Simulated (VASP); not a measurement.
# Ru (Fm-3m) in VASP: further runs

Ru is run at these levels: PBE; tasks: single point.

All numbers are computed with VASP 6.6.1; they aren't measurements. Logs are shortened: lines on timing, memory, paths and dates and some standing lists are left out, and cuts for length are marked.

### 1 The cell of the first run

Symmetry: Fm-3m, No. 225, cubic system. The conventional cell has a = 3.953 Å, b = 3.953 Å, c = 3.953 Å, α = 90.00°, β = 90.00°, γ = 90.00°. Ru (site symmetry m-3m) has 12 Ru at 2.80 Å within 3.7 Å.

### 2 Single point, PBE

The input, INCAR:

```
PREC = Accurate
ENCUT = 520
EDIFF = 1E-6
ISMEAR = 0
SIGMA = 0.15
LREAL = False
LASPH = True
NELM = 60
ALGO = Normal
ISIF = 2
LWAVE = False
LCHARG = False
GGA = PE
NBANDS = 13
```

The input, KPOINTS:

```
regular mesh
0
Gamma
  20 20 20
```

The input, POSCAR:

```
Ru
1.0
    0.0000000000      1.9765246908      1.9765246908
    1.9765246908      0.0000000000      1.9765246908
    1.9765246908      1.9765246908      0.0000000000
Ru
1
Direct
    0.0000000000      0.0000000000      0.0000000000
```

Potentials or basis: VASP PAW PBE potentials, release 64 (Ru_pv).

Command:

```bash
cat potpaw_PBE.64/Ru_pv/POTCAR > POTCAR
mpirun -np 1 vasp_std > vasp.out
```

OUTCAR:

```text
PREC = Accurate
   ENCUT = 520
   EDIFF = 1E-6
   ISMEAR = 0
   LREAL = False
   LASPH = True
   NELM = 60
   ISIF = 2
   GGA = PE

 ion  position               nearest neighbor table
   1  0.000  0.000  0.000-

  LATTYP: Found a face centered cubic cell.
 ALAT       =     3.9530493816

  Lattice vectors:

 A1 = (   0.0000000000,   1.9765246908,   1.9765246908)
 A2 = (   1.9765246908,   0.0000000000,   1.9765246908)
 A3 = (   1.9765246908,   1.9765246908,   0.0000000000)

Analysis of symmetry for initial positions (statically):
=====================================================================
 Subroutine PRICEL returns:
 Original cell was already a primitive cell.

 Routine SETGRP: Setting up the symmetry group for a
 face centered cubic supercell.

 Subroutine GETGRP returns: Found 48 space group operations
 (whereof 48 operations were pure point group operations)
 out of a pool of 48 trial point group operations.

The static configuration has the point symmetry O_h .

Analysis of symmetry for dynamics (positions and initial velocities):
=====================================================================
 Subroutine PRICEL returns:
 Original cell was already a primitive cell.

 Routine SETGRP: Setting up the symmetry group for a
 face centered cubic supercell.

 Subroutine GETGRP returns: Found 48 space group operations
 (whereof 48 operations were pure point group operations)
 out of a pool of 48 trial point group operations.

The dynamic configuration has the point symmetry O_h .

 Subroutine INISYM returns: Found 48 space group operations
 (whereof 48 operations are pure point group operations),
 and found     1 'primitive' translations

----------------------------------------------------------------------------------------

                                     Primitive cell

  volume of cell :      15.4432

  direct lattice vectors                    reciprocal lattice vectors
     0.000000000  1.976524691  1.976524691    -0.252969266  0.252969266  0.252969266
     1.976524691  0.000000000  1.976524691     0.252969266 -0.252969266  0.252969266
     1.976524691  1.976524691  0.000000000     0.252969266  0.252969266 -0.252969266

  length of vectors
     2.795228024  2.795228024  2.795228024     0.438155621  0.438155621  0.438155621

  position of ions in fractional coordinates (direct lattice)
     0.000000000  0.000000000  0.000000000

  ion indices of the primitive-cell ions
   primitive index   ion index
[... 81 lines left out ...]
   POTIM  = 0.5000    time-step for ionic-motion
   TEBEG  =    0.0;   TEEND  =   0.0 temperature during run
   PSTRESS=    0.0 pullay stress
   NELECT =      14.0000    total number of electrons
   NUPDOWN=      -1.0000    fix difference up-down
   EMIN   =  10.00;   EMAX   =-10.00  energy-range for DOS
   EFERMI =   0.00;   METHOD = LEGACY
   ISMEAR =     0;   SIGMA  =   0.15  broadening in eV -4-tet -1-fermi 0-gaus
   EFERMI_NEDOS =   21; number of points for ismear=-14 and -15
   IALGO  =     38    algorithm
   IMIX   =      4    mixing-type and parameters
     AMIX     =   0.40;   BMIX     =  1.00
     AMIX_MAG =   1.60;   BMIX_MAG =  1.00
  volume/ion in A,a.u.               =      15.44       104.22
  Fermi-wavevector in a.u.,A,eV,Ry     =   1.584426  2.994131 34.156140  2.510405
  Thomas-Fermi vector in A             =   2.684045
   LORBIT       =      0    0 simple, 1 ext, 2 COOP (PROOUT), +10 PAW based schemes
   GGA     = PE    functional components
   LHFCALC =     F    Hartree Fock is set to
   AEXX    =    0.0000 exact exchange contribution
   IVDW    =     0    specifies the selected vdW correction
   LEPSILON=     F    determine dielectric tensor
   LRPA    =     F    only Hartree local field effects (RPA)
 non-spin polarized calculation
 Gauss-broadening in eV      SIGMA  =   0.15
  energy-cutoff  :      520.00
  volume of cell :       15.44
 maximum number of plane-waves:       444
 NGX is ok and might be reduce to    24
   NGX = 11   NGY = 11   NGZ = 11

 number of electron      14.0000001 magnetization

 Free energy of the ion-electron system (eV)
  ---------------------------------------------------
  ext. energy  EPLUGINS =         0.00000000
  ---------------------------------------------------
  free energy    TOTEN  =        -8.98216024 eV

  energy without entropy =       -8.96529337  energy(sigma->0) =       -8.97372681

 E-fermi :  10.5569     XC(G=0): -13.3329

 val. band max:       10.5547266315   @ k =  -0.2500   0.1500   0.0500
 cond. band min:      10.5640461646   @ k =   0.5000   0.4000   0.0500
 fundamental gap:      0.0093195331
 Fermi energy:        10.5568506837

 k-point     1 :       0.0000    0.0000    0.0000
  band No.  band energies     occupation
      1     -31.8500      2.00000
      2     -31.8500      2.00000
      3     -31.8500      2.00000
      4       3.4043      2.00000
      5       8.4247      2.00000
      6       8.4247      2.00000
      7       8.4247      2.00000
      8      10.4265      1.78098
      9      10.4265      1.78098
     10      21.2581      0.00000
     11      25.6327      0.00000
     12      30.6789      0.00000
     13      30.6789      0.00000
[... 354 lines left out ...]
  band No.  band energies     occupation
      1     -32.4246      2.00000
      2     -31.9482      2.00000
      3     -31.9253      2.00000
      4       5.5571      2.00000
      5       8.4652      2.00000
      6       8.5483      2.00000
      7       9.5169      2.00000
      8      11.2016      0.00000
      9      11.8633      0.00000
     10      21.2538      0.00000
     11      21.5993      0.00000
     12      26.0592      0.00000
     13      31.0016      0.00000

 [... further k-points ...]

------------------------ aborting loop because EDIFF is reached ----------------------------------------

  FORCE on cell =-STRESS in cart. coord.  units (eV):
  Direction    XX          YY          ZZ          XY          YZ          ZX
  --------------------------------------------------------------------------------------
  -------------------------------------------------------------------------------------
  Total       -2.4791466     -2.4791466     -2.4791466      0.0000000      0.0000000     -0.0000000
  in kB     -257.2030187   -257.2030187   -257.2030187      0.0000000      0.0000000     -0.0000000
  external PRESSURE =    -257.2030187 kB  Pullay stress =       0.0000000 kB

 VOLUME and BASIS-vectors are now :
 -----------------------------------------------------------------------------
  energy-cutoff  :      520.00
  volume of cell :       15.44
      direct lattice vectors                 reciprocal lattice vectors
     0.000000000  1.976524691  1.976524691    -0.252969266  0.252969266  0.252969266
     1.976524691  0.000000000  1.976524691     0.252969266 -0.252969266  0.252969266
     1.976524691  1.976524691  0.000000000     0.252969266  0.252969266 -0.252969266

 POSITION                                       TOTAL-FORCE (eV/Angst)
 -----------------------------------------------------------------------------------
      0.00000      0.00000      0.00000         0.000000      0.000000      0.000000
 -----------------------------------------------------------------------------------
    total drift:                                0.000000     -0.000000     -0.000000

  FREE ENERGIE OF THE ION-ELECTRON SYSTEM (eV)
  ---------------------------------------------------
  free  energy   TOTEN  =        -8.9821602382 eV

  energy  without entropy=       -8.9652933735  energy(sigma->0) =       -8.97372681
```

Run time: 22 s. Hardware: 1 thread of AMD EPYC 9R45 (Zen 5), shared host; peak memory 0.15 GiB.

Results:

```
Free energy            : -8.9822 eV
Pressure               : -25.7 GPa
Band gap on the k mesh : zero (band 7 reaches 12.37 eV, above the bottom of band 8 at 9.44 eV)
```

### 3 Single point, PBE

This run uses another cell than the first one, of 16.01 Å³/atom, 1.037 times its volume.

The input, INCAR:

```
SYSTEM = Ru
PREC = Accurate
ENCUT = 520
EDIFF = 1E-6
ISMEAR = 0
SIGMA = 0.15
LREAL = .False.
LASPH = .True.
NELM = 60
ALGO = Fast
ISIF = 2
LWAVE = .False.
LCHARG = .False.
GGA = PE
NBANDS = 13
```

The input, KPOINTS:

```
Automatic mesh
0
Gamma
  20 20 20
  0 0 0
```

The input, POSCAR:

```
Ru
1.0
    0.0000000000      2.0003382413      2.0003382413
    2.0003382413      0.0000000000      2.0003382413
    2.0003382413      2.0003382413      0.0000000000
Ru
1
Direct
    0.0000000000      0.0000000000      0.0000000000
```

Potentials or basis: VASP PAW PBE potentials, release 64 (Ru_pv).

Command:

```bash
cat potpaw_PBE.64/Ru_pv/POTCAR > POTCAR
mpirun -np 1 vasp_std > vasp.out
```

Run time: 28 s. Hardware: 1 thread of AMD EPYC 9R45 (Zen 5), shared host; peak memory 0.15 GiB.

It converged, with:

```
Free energy            : -8.8818 eV
Pressure               : -31.2 GPa
Band gap on the k mesh : zero (band 7 reaches 11.69 eV, above the bottom of band 8 at 8.93 eV)
```

Levels at points of the mesh, in eV from the Fermi level:
| k point | band 3 | band 4 | band 5 | band 6 | band 7 | band 8 | band 9 | band 10 | band 11 | band 12 |
| --- | --- | --- | --- | --- | --- | --- | --- | --- | --- | --- |
| (0.00, 0.00, 0.00) | -42.39 | -6.94 | -2.02 | -2.02 | -2.02 | -0.13 | -0.13 | 10.76 | 15.06 | 19.92 |
| (0.50, 0.00, 0.00) | -42.48 | -4.93 | -2.10 | -2.10 | 0.98 | 1.31 | 1.31 | 8.18 | 10.76 | 14.60 |
| (0.50, 0.50, 0.00) | -42.62 | -5.05 | -4.65 | 1.27 | 1.70 | 1.70 | 3.23 | 10.75 | 11.44 | 12.37 |
